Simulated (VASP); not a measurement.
Wanted: the native input for a VASP 6.6.1 run.

* Task: single point
* Functional: r2SCAN
* Potentials or basis: VASP PAW PBE potentials, release 64 (Be)
* Cutoff: 520 eV
* k mesh: 14 × 14 × 14
* Occupations: fermi-dirac, width 0.1 eV
* Spin: no spin polarisation
* Dipole correction: no
* Further INCAR settings: ALGO = Normal; EDIFF = 1e-06; NBANDS = 7

Crystal: Be.

```
CELL_PARAMETERS angstrom
-1.25036 1.25036 1.25036
1.25036 -1.25036 1.25036
1.25036 1.25036 -1.25036
ATOMIC_POSITIONS crystal
Be 0.00000 0.00000 0.00000
```

This isn't the form of Be at room conditions, which is hcp.

The input as run:

POSCAR

```
Be
1.0
   -1.2503628429      1.2503628429      1.2503628429
    1.2503628429     -1.2503628429      1.2503628429
    1.2503628429      1.2503628429     -1.2503628429
Be
1
Direct
    0.0000000000      0.0000000000      0.0000000000
```

INCAR.step1

```
ALGO = Normal ; EDIFF = 1E-4
ENCUT = 520 ; GGA = PE
ISMEAR = -1 ; LASPH = True
LCHARG = False ; LREAL = False
LWAVE = True ; NBANDS = 7
NELM = 60 ; PREC = Accurate
SIGMA = 0.1
```

INCAR.step2

```
ALGO = Normal ; EDIFF = 1E-6
ENCUT = 520 ; ISIF = 2
ISMEAR = -1 ; ISTART = 1
LASPH = True ; LCHARG = False
LMIXTAU = True ; LREAL = False
LWAVE = False ; METAGGA = R2SCAN
NBANDS = 7 ; NELM = 60
PREC = Accurate ; SIGMA = 0.1
```

KPOINTS

```
k-points
0
Gamma
  14 14 14
```

Potentials or basis: VASP PAW PBE potentials, release 64 (Be).

Run with:

```console
$ cat potpaw_PBE.64/Be/POTCAR > POTCAR
$ cp INCAR.step1 INCAR
$ mpirun -np 1 vasp_std > vasp.out
$ cp INCAR.step2 INCAR
$ mpirun -np 1 vasp_std > vasp.out
```

It gave:

```yaml
Pressure: 0.2 GPa
Band_gap_on_the_k_mesh: zero (bands 1 and 2 overlap by 5.70 eV)
```

Caveat: the PAW data sets were made with another functional, which shifts forces and pressure a little.

Wall time 7.7 s on 1 thread of Intel(R) Xeon(R) Platinum 8488C (Sapphire Rapids), with other jobs on the host, peak memory 0.11 GiB.
